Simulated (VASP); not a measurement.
# MoS2 (R3m) in VASP: single point with r2SCAN

Aim: the single point of MoS2 with r2SCAN.

All numbers are computed with VASP 6.6.1; they aren't measurements. Logs are shortened: lines on timing, memory, paths and dates and some standing lists are left out, and cuts for length are marked.

### Step 1. The cell of the first run

It takes space group R3m (No. 160, trigonal). The conventional cell has a = 3.185 Å, b = 3.185 Å, c = 19.493 Å, α = 90.00°, β = 90.00°, γ = 120.00°. Within 3.2 Å of Mo (site symmetry 3m) lie 6 S at 2.41 Å and 6 Mo at 3.19 Å. Within 3.2 Å of S (site symmetry 3m) lie 3 Mo at 2.41 Å and 7 S at 3.10 to 3.19 Å. S (site symmetry 3m) has 3 Mo at 2.41 Å and 7 S at 3.10 to 3.19 Å within 3.2 Å.

### Step 2. Single point, r2SCAN

POSCAR

```
MoS2
1.0
    1.5925535465      0.9194612188      6.4977847635
   -1.5925535465      0.9194612188      6.4977847635
    0.0000000000     -1.8389224375      6.4977847635
Mo S
1 2
Direct
    0.0001055003      0.0001055003      0.0001055003
    0.2538200729      0.2538200729      0.2538200729
    0.4130744268      0.4130744268      0.4130744268
```

INCAR.step1

```
SYSTEM = MoS2
  PREC = Accurate
  ENCUT = 520
  ISMEAR = 0
  SIGMA = 0.01
  LREAL = .False.
  LASPH = .True.
  NELM = 80
  NBANDS = 20
  GGA = PE
  ALGO = Normal
  EDIFF = 1E-4
  LWAVE = .True.
  LCHARG = .False.
```

INCAR.step2

```
SYSTEM = MoS2
  PREC = Accurate
  ENCUT = 520
  EDIFF = 1E-6
  ISMEAR = 0
  SIGMA = 0.01
  LREAL = .False.
  LASPH = .True.
  NELM = 80
  ALGO = Normal
  ISIF = 2
  LWAVE = .False.
  LCHARG = .False.
  METAGGA = R2SCAN
  LMIXTAU = .True.
  NBANDS = 20
  ISTART = 1
```

KPOINTS

```
Automatic mesh
0
Gamma
  8 8 8
  0 0 0
```

Potentials or basis: VASP PAW PBE potentials, release 64 (Mo_sv, S).

Run with:

```sh
> cat potpaw_PBE.64/Mo_sv/POTCAR potpaw_PBE.64/S/POTCAR > POTCAR
> cp INCAR.step1 INCAR
> mpirun -np 1 vasp_std > vasp.out
> cp INCAR.step2 INCAR
> mpirun -np 1 vasp_std > vasp.out
```

OUTCAR:

```text
SYSTEM = MoS2
   PREC = Accurate
   ENCUT = 520
   EDIFF = 1E-6
   ISMEAR = 0
   LREAL = .False.
   LASPH = .True.
   NELM = 80
   ISIF = 2
   METAGGA = R2SCAN
   ISTART = 1

 ion  position               nearest neighbor table
   1  0.000  0.000  0.000-   2 2.41   2 2.41   2 2.41   3 2.41   3 2.41   3 2.41
   2  0.254  0.254  0.254-   1 2.41   1 2.41   1 2.41
   3  0.413  0.413  0.413-   1 2.41   1 2.41   1 2.41

  LATTYP: Found a trigonal (rhomboedric) cell.
 ALAT       =     6.7529876769
 COS(alpha) =     0.8887689163

  Lattice vectors:

 A1 = (   1.5925535465,   0.9194612188,   6.4977847635)
 A2 = (  -1.5925535465,   0.9194612188,   6.4977847635)
 A3 = (   0.0000000000,  -1.8389224375,   6.4977847635)

Analysis of symmetry for initial positions (statically):
=====================================================================
 Subroutine PRICEL returns:
 Original cell was already a primitive cell.

 Routine SETGRP: Setting up the symmetry group for a
 trigonal (rhombohedral) supercell.

 Subroutine GETGRP returns: Found  6 space group operations
 (whereof  6 operations were pure point group operations)
 out of a pool of 12 trial point group operations.

The static configuration has the point symmetry C_3v.

Analysis of symmetry for dynamics (positions and initial velocities):
=====================================================================
 Subroutine PRICEL returns:
 Original cell was already a primitive cell.

 Routine SETGRP: Setting up the symmetry group for a
 trigonal (rhombohedral) supercell.

 Subroutine GETGRP returns: Found  6 space group operations
 (whereof  6 operations were pure point group operations)
 out of a pool of 12 trial point group operations.

The dynamic configuration has the point symmetry C_3v.

 Subroutine INISYM returns: Found  6 space group operations
 (whereof  6 operations are pure point group operations),
 and found     1 'primitive' translations

----------------------------------------------------------------------------------------

                                     Primitive cell

  volume of cell :      57.0879

  direct lattice vectors                    reciprocal lattice vectors
     1.592553547  0.919461219  6.497784764     0.313961186  0.181265575  0.051299534
    -1.592553547  0.919461219  6.497784764    -0.313961186  0.181265575  0.051299534
     0.000000000 -1.838922437  6.497784764     0.000000000 -0.362531150  0.051299534

  length of vectors
     6.752987677  6.752987677  6.752987677     0.366142701  0.366142701  0.366142701

  position of ions in fractional coordinates (direct lattice)
     0.000105500  0.000105500  0.000105500
     0.253820073  0.253820073  0.253820073
     0.413074427  0.413074427  0.413074427

  ion indices of the primitive-cell ions
   primitive index   ion index
                 1           1
                 2           2
                 3           3

----------------------------------------------------------------------------------------

 KPOINTS: Automatic mesh

Automatic generation of k-mesh.
 Grid dimensions read from file:
 generate k-points for:    8    8    8

 Generating k-lattice:

  Cartesian coordinates                     Fractional coordinates (reciprocal lattice)
     0.039245148  0.022658197  0.006412442     0.125000000 -0.000000000 -0.000000000
    -0.039245148  0.022658197  0.006412442    -0.000000000  0.125000000 -0.000000000
     0.000000000 -0.045316394  0.006412442    -0.000000000 -0.000000000  0.125000000

  Length of vectors
     0.045767838  0.045767838  0.045767838

  Shift w.r.t. Gamma in fractional coordinates (k-lattice)
     0.000000000  0.000000000  0.000000000

 Subroutine IBZKPT returns following result:
 ===========================================

 Found     65 irreducible k-points:

 Following reciprocal coordinates:
            Coordinates               Weight
  0.000000  0.000000  0.000000      1.000000
  0.125000  0.000000  0.000000      6.000000
  0.250000  0.000000  0.000000      6.000000
  0.375000 -0.000000  0.000000      6.000000
  0.500000  0.000000  0.000000      3.000000
  0.125000  0.125000  0.000000      6.000000
[... 16 lines left out ...]
  0.250000  0.125000  0.125000      6.000000
  0.375000  0.125000  0.125000      6.000000
 [... further k-points ...]
   k-points           NKPTS =     65   k-points in BZ     NKDIM =     65   number of bands    NBANDS=     20
   number of dos      NEDOS =    301   number of ions     NIONS =      3
   total plane-waves  NPLWV = 125000
   dimension x,y,z NGX =    50 NGY =   50 NGZ =   50
   dimension x,y,z NGXF=   100 NGYF=  100 NGZF=  100
   ions per type =               1   2
   NGX,Y,Z   is equivalent  to a cutoff of  12.31, 12.31, 12.31 a.u.
   NGXF,Y,Z  is equivalent  to a cutoff of  24.62, 24.62, 24.62 a.u.
 SYSTEM =  MoS2
   PREC   = accura    normal or accurate (medium, high low for compatibility)
   ISTART =      1    job   : 0-new  1-cont  2-samecut
   ICHARG =      0    charge: 1-file 2-atom 10-const
   ISPIN  =      1    spin polarized calculation?
   LNONCOLLINEAR =      F non collinear calculations
   LSORBIT =      F    spin-orbit coupling
   LASPH  =      T    aspherical Exc in radial PAW
   ENCUT  =  520.0 eV  38.22 Ry    6.18 a.u.  12.56 12.56 12.56*2*pi/ulx,y,z
   NELM   =     80;   NELMIN=  2; NELMDL=  0     # of ELM steps
   EDIFF  = 0.1E-05   stopping-criterion for ELM
   LREAL  =      F    real-space projection
[... 7 lines left out ...]
   TEBEG  =    0.0;   TEEND  =   0.0 temperature during run
   PSTRESS=    0.0 pullay stress
   NELECT =      26.0000    total number of electrons
   NUPDOWN=      -1.0000    fix difference up-down
   EMIN   =  10.00;   EMAX   =-10.00  energy-range for DOS
   EFERMI =   0.00;   METHOD = LEGACY
   ISMEAR =     0;   SIGMA  =   0.01  broadening in eV -4-tet -1-fermi 0-gaus
   EFERMI_NEDOS =   21; number of points for ismear=-14 and -15
   IALGO  =     38    algorithm
   IMIX   =      4    mixing-type and parameters
     AMIX     =   0.40;   BMIX     =  1.00
     AMIX_MAG =   1.60;   BMIX_MAG =  1.00
  volume/ion in A,a.u.               =      19.03       128.42
  Fermi-wavevector in a.u.,A,eV,Ry     =   1.259557  2.380218 21.585434  1.586485
  Thomas-Fermi vector in A             =   2.393111
   LORBIT       =      0    0 simple, 1 ext, 2 COOP (PROOUT), +10 PAW based schemes
   METAGGA = R2SCAN    functional components
   LHFCALC =     F    Hartree Fock is set to
   AEXX    =    0.0000 exact exchange contribution
   IVDW    =     0    specifies the selected vdW correction
   LEPSILON=     F    determine dielectric tensor
   LRPA    =     F    only Hartree local field effects (RPA)
 non-spin polarized calculation
 Gauss-broadening in eV      SIGMA  =   0.01
  energy-cutoff  :      520.00
  volume of cell :       57.09
 maximum number of plane-waves:      1552
   NGX = 25   NGY = 25   NGZ = 25

 number of electron      25.9999999 magnetization

 Free energy of the ion-electron system (eV)
  ---------------------------------------------------
  ext. energy  EPLUGINS =         0.00000000
  ---------------------------------------------------
  free energy    TOTEN  =       -45.04059475 eV

  energy without entropy =      -45.04059475  energy(sigma->0) =      -45.04059475

 E-fermi :   6.5742     XC(G=0): -11.0325

 val. band max:        6.4650087320   @ k =   0.5000   0.5000   0.5000
 cond. band min:       7.8141056270   @ k =  -0.1250   0.5000   0.1250
 fundamental gap:      1.3490968950
 Fermi energy:         6.5741674334

 k-point     1 :       0.0000    0.0000    0.0000
  band No.  band energies     occupation
      1     -56.9141      2.00000
      2     -30.3266      2.00000
      3     -30.1183      2.00000
      4     -30.1183      2.00000
      5      -8.9566      2.00000
      6      -7.3770      2.00000
[... 12 lines left out ...]
     19      14.7848      0.00000
     20      15.5390      0.00000

 k-point     2 :       0.1250    0.0000    0.0000
  band No.  band energies     occupation
      1     -56.9081      2.00000
      2     -30.3146      2.00000
      3     -30.1779      2.00000
      4     -30.1318      2.00000
      5      -8.7178      2.00000
      6      -7.2962      2.00000
[... 12 lines left out ...]
     19      15.0427      0.00000
     20      16.3680      0.00000

 k-point     3 :       0.2500    0.0000    0.0000
  band No.  band energies     occupation
      1     -56.8935      2.00000
      2     -30.3196      2.00000
      3     -30.2855      2.00000
      4     -30.1642      2.00000
      5      -8.0878      2.00000
      6      -7.0846      2.00000
[... 12 lines left out ...]
     19      15.4158      0.00000
     20      15.8140      0.00000

 k-point     4 :       0.3750   -0.0000    0.0000
  band No.  band energies     occupation
      1     -56.8789      2.00000
      2     -30.4584      2.00000
      3     -30.2563      2.00000
      4     -30.1965      2.00000
      5      -7.3452      2.00000
      6      -6.8440      2.00000
[... 12 lines left out ...]
     19      14.1550      0.00000
     20      14.6967      0.00000

 k-point     5 :       0.5000    0.0000    0.0000
  band No.  band energies     occupation
      1     -56.8729      2.00000
      2     -30.5150      2.00000
      3     -30.2442      2.00000
      4     -30.2098      2.00000
      5      -6.9840      2.00000
      6      -6.7350      2.00000
[... 12 lines left out ...]
     19      14.0735      0.00000
     20      14.5040      0.00000

 k-point     6 :       0.1250    0.1250    0.0000
  band No.  band energies     occupation
      1     -56.9081      2.00000
      2     -30.3146      2.00000
      3     -30.1779      2.00000
      4     -30.1318      2.00000
      5      -8.7121      2.00000
      6      -7.3062      2.00000
[... 12 lines left out ...]
     19      15.0698      0.00000
     20      16.3869      0.00000

 k-point     7 :       0.2500    0.1250    0.0000
  band No.  band energies     occupation
      1     -56.8978      2.00000
      2     -30.2941      2.00000
      3     -30.2719      2.00000
      4     -30.1614      2.00000
      5      -8.2714      2.00000
      6      -7.1649      2.00000
[... 12 lines left out ...]
     19      15.6564      0.00000
     20      16.1515      0.00000
[... 277 lines left out ...]
 k-point    20 :      -0.3750    0.3750    0.0000
  band No.  band energies     occupation
      1     -56.8686      2.00000
      2     -30.4470      2.00000
      3     -30.3309      2.00000
      4     -30.2357      2.00000
      5      -6.7236      2.00000
      6      -6.6444      2.00000
[... 12 lines left out ...]
     19      14.2386      0.00000
     20      15.6127      0.00000

 k-point    21 :       0.5000    0.5000    0.0000
  band No.  band energies     occupation
      1     -56.8729      2.00000
      2     -30.5150      2.00000
      3     -30.2442      2.00000
      4     -30.2098      2.00000
      5      -6.9368      2.00000
      6      -6.7894      2.00000
[... 12 lines left out ...]
     19      14.2409      0.00000
     20      14.9305      0.00000

 k-point    22 :       0.1250    0.1250    0.1250
  band No.  band energies     occupation
      1     -56.9141      2.00000
      2     -30.3266      2.00000
      3     -30.1183      2.00000
      4     -30.1183      2.00000
      5      -8.9395      2.00000
      6      -7.4084      2.00000
[... 12 lines left out ...]
     19      14.9002      0.00000
     20      15.5786      0.00000

 k-point    23 :       0.2500    0.1250    0.1250
  band No.  band energies     occupation
      1     -56.9081      2.00000
      2     -30.3146      2.00000
      3     -30.1779      2.00000
      4     -30.1318      2.00000
      5      -8.6908      2.00000
      6      -7.3424      2.00000
[... 12 lines left out ...]
     19      15.1738      0.00000
     20      16.4263      0.00000

 k-point    24 :       0.3750    0.1250    0.1250
  band No.  band energies     occupation
      1     -56.8935      2.00000
      2     -30.3196      2.00000
      3     -30.2855      2.00000
      4     -30.1643      2.00000
      5      -8.0561      2.00000
      6      -7.1306      2.00000
[... 12 lines left out ...]
     19      15.4932      0.00000
     20      15.7190      0.00000

 [... further k-points ...]

------------------------ aborting loop because EDIFF is reached ----------------------------------------

  FORCE on cell =-STRESS in cart. coord.  units (eV):
  Direction    XX          YY          ZZ          XY          YZ          ZX
  --------------------------------------------------------------------------------------
  -------------------------------------------------------------------------------------
  Total        0.0271118      0.0271118      0.0016345      0.0000000      0.0000000      0.0000000
  in kB        0.7608948      0.7608948      0.0458716      0.0000000      0.0000000      0.0000000
  external PRESSURE =       0.5225537 kB  Pullay stress =       0.0000000 kB

 VOLUME and BASIS-vectors are now :
 -----------------------------------------------------------------------------
  energy-cutoff  :      520.00
  volume of cell :       57.09
      direct lattice vectors                 reciprocal lattice vectors
     1.592553547  0.919461219  6.497784764     0.313961186  0.181265575  0.051299534
    -1.592553547  0.919461219  6.497784764    -0.313961186  0.181265575  0.051299534
     0.000000000 -1.838922437  6.497784764     0.000000000 -0.362531150  0.051299534

 POSITION                                       TOTAL-FORCE (eV/Angst)
 -----------------------------------------------------------------------------------
      0.00000      0.00000      0.00206         0.000000      0.000000      0.000447
      0.00000      0.00000      4.94780         0.000000     -0.000000     -0.005341
      0.00000      0.00000      8.05221         0.000000      0.000000      0.004894
 -----------------------------------------------------------------------------------
    total drift:                                0.000000     -0.000000      0.000114

  FREE ENERGIE OF THE ION-ELECTRON SYSTEM (eV)
  ---------------------------------------------------
  free  energy   TOTEN  =       -45.0405947468 eV

  energy  without entropy=      -45.0405947468  energy(sigma->0) =      -45.04059475
```

It took 28 min on 1 thread of AMD EPYC 7R43 (Zen 3), shared host; peak memory 0.37 GiB.

What came out:

| Property | Result |
| --- | --- |
| Free energy | -45.0406 eV |
| Pressure | 0.1 GPa |
| Largest force | 0.005 eV/Å |
| Band gap on the k mesh | 1.35 eV (least direct gap 2.08 eV) |

Forces on the atoms (eV/Å):
```
Mo   0.000  0.000  0.000
S    0.000  0.000 -0.005
S    0.000  0.000  0.005
```

Caveat: the PAW data sets were made with another functional, which shifts forces and pressure a little. A k mesh can miss the band edges.
